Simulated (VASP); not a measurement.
The system is LaHg3N2.

```
La Hg N
1.0
     3.70318    0.00000    0.00000
     0.00000    3.70318    0.00000
     0.00000    0.00000    8.30569
La Hg N
1 3 2
Direct
  0.50000 0.50000 0.00000
  0.50000 0.00000 0.38616
  0.00000 0.50000 0.61384
  0.00000 0.00000 0.00000
  0.50000 0.00000 0.73448
  0.00000 0.50000 0.26552
```

The cell was built from a structure type or drawn by symmetry, and may not be a known phase.

| Item | Value |
| --- | --- |
| Program | VASP 6.6.1 |
| Task | relaxation of cell and atoms |
| Functional | PBE |
| Potentials or basis | VASP PAW PBE potentials, release 64 (La, Hg, N) |
| Cutoff | 600 eV |
| k mesh | 6 × 6 × 2 |
| Occupations | gaussian, width 0.1 eV |
| Spin | no spin polarisation |

At the start: pressure 12.1 GPa; volume 18.98 Å³/atom.

**Question.** Where does the relaxation end?

**Answer.** Over 31 steps the energy falls by 1295.4 meV/atom and the volume is 20.08 Å³/atom (+5.8 %); space group P-4m2 (No. 115, to 0.1 Å) before and after.

Step by step:
```tsv
step	energy change (eV)	largest force (eV/Å)	pressure (GPa)	volume (Å³)
1	0.0000	0.7007	12.10	113.90
2	-3.4741	1.4502	-5.36	136.87
3	-3.9435	1.5427	-7.86	144.51
4	-4.0997	1.3580	-10.76	158.75
5	-4.0985	1.5179	-9.03	149.27
6	-6.1215	1.6763	-3.62	128.29
7	-6.2509	2.2120	-0.29	123.08
8	-6.2473	2.4070	0.77	121.76
9	-6.7300	0.9854	0.93	119.59
10	-6.8258	1.3326	1.69	118.36
11	-6.8055	1.9565	3.86	115.90
12	-6.8490	1.6024	2.29	117.41
13	-7.2719	1.1504	-1.96	122.46
14	-7.4060	0.8631	-4.47	126.35
15	-7.6480	0.3061	-0.02	119.17
16	-7.6485	0.3317	0.28	118.77
17	-7.6903	0.1790	1.01	117.99
18	-7.7028	0.2171	1.79	117.26
19	-7.7284	0.1823	-0.41	120.56
20	-7.7284	0.1812	-0.51	120.68
21	-7.7371	0.1197	-0.44	120.68
22	-7.7399	0.2282	-0.32	120.68
23	-7.7476	0.2151	0.34	119.82
24	-7.7501	0.1931	0.96	119.07
25	-7.7553	0.1610	0.89	119.25
26	-7.7664	0.0581	0.57	119.77
27	-7.7673	0.0998	-0.10	120.81
28	-7.7700	0.0453	0.18	120.37
29	-7.7719	0.0208	-0.10	120.67
30	-7.7720	0.0129	-0.20	120.77
31	-7.7723	0.0209	-0.01	120.49
```

Final structure:
```cif
data_structure
_symmetry_space_group_name_H-M 'P 1'
_symmetry_Int_Tables_number 1
_cell_length_a 4.9648
_cell_length_b 4.9648
_cell_length_c 4.8882
_cell_angle_alpha 90.000
_cell_angle_beta 90.000
_cell_angle_gamma 90.000
_cell_volume 120.49
loop_
_atom_site_label
_atom_site_type_symbol
_atom_site_fract_x
_atom_site_fract_y
_atom_site_fract_z
_atom_site_occupancy
La1 La 0.50000 0.50000 0.00000 1
Hg1 Hg 0.50000 0.00000 0.47625 1
Hg2 Hg 0.00000 0.50000 0.52375 1
Hg3 Hg 0.00000 0.00000 0.00000 1
N1 N 0.50000 0.00000 0.94885 1
N2 N 0.00000 0.50000 0.05115 1
```

Caveat: the k points lie up to 0.64 Å⁻¹ apart in the final cell, too coarse for converged energies and pressures of a metal; a cell axis changed by over 15 % at a fixed basis, so the end point is rough.
